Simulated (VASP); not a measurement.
# MgS (I-4m2) in VASP: notebook, part 2 of 2

VASP 6.6.1. Earlier steps stand in the parts before.

### Step 3. Single point, HSE06 (epitaxial xy strain +2.0%)

File POSCAR:

```
MgS
1.0
    0.0000000000      2.8874943781      2.7484686699
    2.8874943781      0.0000000000      2.7484686699
    2.8874943781      2.8874943781      0.0000000000
Mg S
1 1
Direct
    0.0000000000      0.0000000000      0.0000000000
    0.2500000000      0.2500000000      0.2500000000
```

File INCAR.step1:

```
SYSTEM = MgS
  PREC = Accurate
  ENCUT = 520
  EDIFF = 1E-5
  ISMEAR = 0
  SIGMA = 0.01
  LREAL = .False.
  LASPH = .True.
  NELM = 100
  ALGO = Normal
  ISIF = 2
  LWAVE = .True.
  LCHARG = .False.
  GGA = PE
  NBANDS = 11
```

File INCAR.step2:

```
SYSTEM = MgS
  PREC = Accurate
  ENCUT = 520
  EDIFF = 1E-7
  ISMEAR = 0
  SIGMA = 0.01
  LREAL = .False.
  LASPH = .True.
  NELM = 100
  ALGO = Normal
  ISIF = 2
  LWAVE = .False.
  LCHARG = .False.
  GGA = PE
  LHFCALC = .True.
  HFSCREEN = 0.2079
  PRECFOCK = Normal
  ISTART = 1
  NBANDS = 11
```

File KPOINTS:

```
Automatic mesh
0
Gamma
  6 6 6
  0 0 0
```

Potentials or basis: VASP PAW PBE potentials, release 64 (Mg, S).

Launch:

```console
$ cat potpaw_PBE.64/Mg/POTCAR potpaw_PBE.64/S/POTCAR > POTCAR
$ cp INCAR.step1 INCAR
$ mpirun -np 1 vasp_std > vasp.out
$ cp INCAR.step2 INCAR
$ mpirun -np 1 vasp_std > vasp.out
```

OUTCAR:

```text
SYSTEM = MgS
   PREC = Accurate
   ENCUT = 520
   EDIFF = 1E-7
   ISMEAR = 0
   LREAL = .False.
   LASPH = .True.
   NELM = 100
   ISIF = 2
   GGA = PE
   LHFCALC = .True.
   HFSCREEN = 0.2079
   PRECFOCK = Normal
   ISTART = 1

 ion  position               nearest neighbor table
   1  0.000  0.000  0.000-   2 2.46   2 2.46   2 2.46   2 2.46
   2  0.250  0.250  0.250-   1 2.46   1 2.46   1 2.46   1 2.46

  LATTYP: Found a body centered tetragonal cell.
 ALAT       =     4.0835337108
 C/A-ratio  =     1.3461226793

  Lattice vectors:

 A1 = (   0.0000000000,  -2.8874943781,  -2.7484686699)
 A2 = (   0.0000000000,   2.8874943781,  -2.7484686699)
 A3 = (   2.8874943781,   0.0000000000,   2.7484686699)

Analysis of symmetry for initial positions (statically):
=====================================================================
 Subroutine PRICEL returns:
 Original cell was already a primitive cell.

 Routine SETGRP: Setting up the symmetry group for a
 body centered tetragonal supercell.

 Subroutine GETGRP returns: Found  8 space group operations
 (whereof  8 operations were pure point group operations)
 out of a pool of 16 trial point group operations.
[... 183 lines left out ...]
      3       0.2370      2.00000
      4       0.3556      2.00000
      5       4.7220      0.00000
      6       9.4226      0.00000
      7       9.4226      0.00000
      8       9.4703      0.00000
      9      12.0242      0.00000
     10      12.8150      0.00000
     11      15.0763      0.00000
[... 309 lines left out ...]
 k-point    24 :       0.5000    0.0000    0.3333
  band No.  band energies     occupation
      1     -11.2251      2.00000
      2      -2.5796      2.00000
      3      -1.1533      2.00000
      4      -0.5926      2.00000
      5       5.9293      0.00000
      6       7.9144      0.00000
      7      10.8506      0.00000
      8      12.0535      0.00000
      9      13.4471      0.00000
     10      15.1617      0.00000
     11      16.3178      0.00000

 [... further k-points ...]

------------------------ aborting loop because EDIFF is reached ----------------------------------------

  FORCE on cell =-STRESS in cart. coord.  units (eV):
  Direction    XX          YY          ZZ          XY          YZ          ZX
  --------------------------------------------------------------------------------------
  -------------------------------------------------------------------------------------
  Total       -0.3234058     -0.3234058     -0.0330281      0.0000000     -0.0000000      0.0000000
  in kB      -11.3056445    -11.3056445     -1.1545977      0.0000000     -0.0000000      0.0000000
  external PRESSURE =      -7.9219622 kB  Pullay stress =       0.0000000 kB

 VOLUME and BASIS-vectors are now :
 -----------------------------------------------------------------------------
  energy-cutoff  :      520.00
  volume of cell :       45.83
      direct lattice vectors                 reciprocal lattice vectors
     0.000000000  2.887494378  2.748468670    -0.173160510  0.173160510  0.181919483
     2.887494378  0.000000000  2.748468670     0.173160510 -0.173160510  0.181919483
     2.887494378  2.887494378  0.000000000     0.173160510  0.173160510 -0.181919483

 POSITION                                       TOTAL-FORCE (eV/Angst)
 -----------------------------------------------------------------------------------
      0.00000      0.00000      0.00000         0.000000      0.000000     -0.000000
      1.44375      1.44375      1.37423        -0.000000     -0.000000      0.000000
 -----------------------------------------------------------------------------------
    total drift:                                0.000000      0.000000      0.000000

  FREE ENERGIE OF THE ION-ELECTRON SYSTEM (eV)
  ---------------------------------------------------
  free  energy   TOTEN  =        -9.8395651200 eV

  energy  without entropy=       -9.8395651200  energy(sigma->0) =       -9.83956512
```

OUTCAR.step1:

```text
SYSTEM = MgS
   PREC = Accurate
   ENCUT = 520
   EDIFF = 1E-5
   ISMEAR = 0
   LREAL = .False.
   LASPH = .True.
[... 559 lines left out ...]
      0.00000      0.00000      0.00000        -0.000000     -0.000000      0.000000
      1.44375      1.44375      1.37423         0.000000      0.000000     -0.000000
 -----------------------------------------------------------------------------------
    total drift:                                0.000000      0.000000     -0.000000

  FREE ENERGIE OF THE ION-ELECTRON SYSTEM (eV)
  ---------------------------------------------------
  free  energy   TOTEN  =        -8.4676084543 eV

  energy  without entropy=       -8.4676084543  energy(sigma->0) =       -8.46760845
```

It took 13 min on 1 thread of Intel Xeon Platinum 8559C (Emerald Rapids), shared host; peak memory 0.29 GiB.

Results:

```yaml
Free_energy: -9.8396 eV
Pressure: -0.8 GPa
Band_gap_on_the_k_mesh: 4.37 eV, direct
```

Levels at points of the mesh, in eV from the valence-band top:
```csv
k point,band 2,band 3,band 4,band 5,band 6,band 7
"(0.00, 0.00, 0.00)",-0.12,-0.12,0.00,4.37,9.07,9.07
"(0.50, 0.00, 0.00)",-3.44,-0.56,-0.32,6.07,8.49,9.03
"(0.50, 0.50, 0.00)",-2.94,-1.36,-1.36,4.72,6.40,12.83
"(0.50, 0.00, 0.50)",-3.18,-1.13,-1.09,4.82,6.78,12.23
```

Caveat: the cell differs from its parent crystal (epitaxial xy strain +2.0%); the PAW data sets were made with another functional, which shifts forces and pressure a little.

### Step 4. Single point, HSE06 (epitaxial xy strain +3.0%)

File POSCAR:

```
MgS
1.0
    0.0000000000      2.9158031465      2.7038767364
    2.9158031465      0.0000000000      2.7038767364
    2.9158031465      2.9158031465      0.0000000000
Mg S
1 1
Direct
    0.0000000000      0.0000000000      0.0000000000
    0.2500000000      0.2500000000      0.2500000000
```

File INCAR.step1:

```
  PREC = Accurate
  ENCUT = 520
  EDIFF = 1E-5
  ISMEAR = 0
  SIGMA = 0.01
  LREAL = False
  LASPH = True
  NELM = 100
  ALGO = Normal
  ISIF = 2
  LWAVE = True
  LCHARG = False
  GGA = PE
  NBANDS = 11
```

File INCAR.step2:

```
  PREC = Accurate
  ENCUT = 520
  EDIFF = 1E-6
  ISMEAR = 0
  SIGMA = 0.01
  LREAL = False
  LASPH = True
  NELM = 100
  ALGO = Normal
  ISIF = 2
  LWAVE = False
  LCHARG = False
  GGA = PE
  LHFCALC = True
  HFSCREEN = 0.2079
  PRECFOCK = Normal
  ISTART = 1
  NBANDS = 11
```

File KPOINTS:

```
regular mesh
0
Gamma
  6 6 6
```

Launch:

```console
$ cat potpaw_PBE.64/Mg/POTCAR potpaw_PBE.64/S/POTCAR > POTCAR
$ cp INCAR.step1 INCAR
$ mpirun -np 1 vasp_std > vasp.out
$ cp INCAR.step2 INCAR
$ mpirun -np 1 vasp_std > vasp.out
```

Wall time 11 min (1 thread of Intel Xeon Platinum 8559C (Emerald Rapids), shared host); peak memory 0.29 GiB.

The run converged. Its results:

- Free energy: -9.8326 eV
- Pressure: -1.1 GPa
- Band gap on the k mesh: 4.30 eV, direct

Stress tensor (GPa, compression positive):
```
-1.55  0.00  0.00
 0.00 -1.55  0.00
 0.00  0.00 -0.10
```

Levels at points of the mesh, in eV from the valence-band top:
| k point | band 1 | band 2 | band 3 | band 4 | band 5 | band 6 | band 7 | band 8 | band 9 |
| --- | --- | --- | --- | --- | --- | --- | --- | --- | --- |
| (0.00, 0.00, 0.00) | -12.50 | -0.17 | -0.17 | 0.00 | 4.30 | 9.03 | 9.03 | 9.10 | 11.41 |
| (0.50, 0.00, 0.00) | -11.76 | -3.46 | -0.66 | -0.29 | 5.97 | 8.32 | 9.17 | 9.69 | 13.87 |
| (0.50, 0.50, 0.00) | -11.45 | -2.88 | -1.47 | -1.47 | 4.66 | 6.22 | 12.94 | 13.29 | 13.29 |
| (0.50, 0.00, 0.50) | -11.57 | -3.25 | -1.12 | -1.07 | 4.81 | 6.81 | 12.02 | 12.87 | 14.23 |

Caveat: the cell differs from its parent crystal (epitaxial xy strain +3.0%); the PAW data sets were made with another functional, which shifts forces and pressure a little.

### Step 5. The runs side by side

```csv
cell,gap on the mesh (eV),pressure (GPa)
"a = 3.966, b = 3.966, c = 4.164 Å, angles 58.3, 58.3, 63.3°, 2 atoms",4.24,-1.3
"a = 3.986, b = 3.986, c = 4.084 Å, angles 59.2, 59.2, 61.6°, 2 atoms",4.37,-0.8
"a = 3.977, b = 3.977, c = 4.124 Å, angles 58.8, 58.8, 62.5°, 2 atoms",4.30,-1.1
```

Alike in all rows: task single point; level HSE06; potentials or basis VASP PAW PBE potentials, release 64 (Mg, S); no spin polarisation; k mesh 6 × 6 × 6; cutoff (eV) 520; smearing gaussian 0.01 eV.

Caveats: the PAW data sets were made with another functional, which shifts forces and pressure a little.

Absolute energies hang on the potentials; compare differences alone.
